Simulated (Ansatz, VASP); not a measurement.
## GaB8 in VASP and in Ansatz

```xyz
9
Lattice="2.9752 -4.7143 0.0000 2.9752 4.7143 0.0000 0.0000 0.0000 3.4029" Properties=species:S:1:pos:R:3 pbc="T T T"
Ga    2.9752    0.0000    0.0000
B     0.8385    0.0000    1.7015
B     5.1118    0.0000    1.7015
B     2.9752    2.1892    1.7015
B     2.9752   -2.1892    1.7015
B     1.4442    1.5474    1.7015
B     4.5061   -1.5474    1.7015
B     1.4442   -1.5474    1.7015
B     4.5061    1.5474    1.7015
```

Alike in both runs: functional PBE; k mesh 4 × 4 × 4; occupations gaussian, width 0.1 eV; no spin polarisation.

Ansatz relaxed the structure, and its values are those at the end. VASP's run is a single point on that final structure, the one shown.

```csv
,VASP,Ansatz
version,VASP 6.6.1,Ansatz 0.2.0
potentials or method,"VASP PAW PBE potentials, release 64 (Ga_d, B), cutoff 520 eV","scalar-relativistic, plane waves, PAW"
valence electrons in the cell,37,37
```

Ansatz gave:

| Property | Result |
| --- | --- |
| gap on the k mesh at the Fermi level (eV) | none |
| pressure (GPa) | 0.0 |
| rms of the force components (eV/Å) | 0.009 |

Question: What did VASP give for the same quantities?

Answer: gap on the k mesh at the Fermi level (eV): none; pressure (GPa): 0.1; rms of the force components (eV/Å): 0.006.

A gap of «none» marks a metal or a gap that the smearing closes.

The k mesh is coarse, so the values compare programs but aren't converged.
